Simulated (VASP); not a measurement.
A run of VASP 6.6.1 is set up as follows.

The input INCAR:

```
SYSTEM = TaN
ALGO = Normal
EDIFF = 1E-6
ENCUT = 520
GGA = CA
ISIF = 2
ISMEAR = 0
LASPH = .TRUE.
LCHARG = .FALSE.
LREAL = .FALSE.
LWAVE = .FALSE.
NBANDS = 15
NELM = 60
PREC = Accurate
SIGMA = 0.15
```

File KPOINTS:

```
k-points
0
G
  18 18 18
  0 0 0
```

Contents of POSCAR:

```
TaN
1.0
    0.0000000000      2.1557928146      2.1557928146
    2.1557928146      0.0000000000      2.1557928146
    2.1557928146      2.1557928146      0.0000000000
Ta N
1 1
Direct
    0.4989139126      0.5010860874      0.5010860874
    0.0140304995     -0.0140304995     -0.0140304995
```

Potentials or basis: VASP PAW LDA potentials, release 64 (Ta_pv, N).

Command:

```sh
$ cat potpaw_LDA.64/Ta_pv/POTCAR potpaw_LDA.64/N/POTCAR > POTCAR
$ mpirun -np 1 vasp_std > vasp.out
```

**Question.** Predict the band gap on the k mesh.

**Answer.** Zero (band 8 reaches 12.14 eV, above the bottom of band 9 at 7.95 eV).

**Question.** What does it give for the pressure?

**Answer.** 13.3 GPa.

**Question.** Predict the largest force.

**Answer.** 0.685 eV/Å.

Forces in eV/Å, atoms in the order of the input:
```
Ta  -0.685  0.000  0.000
N    0.685  0.000  0.000
```

Caveat: spin-orbit coupling is left out, which moves the levels of the heavy elements.
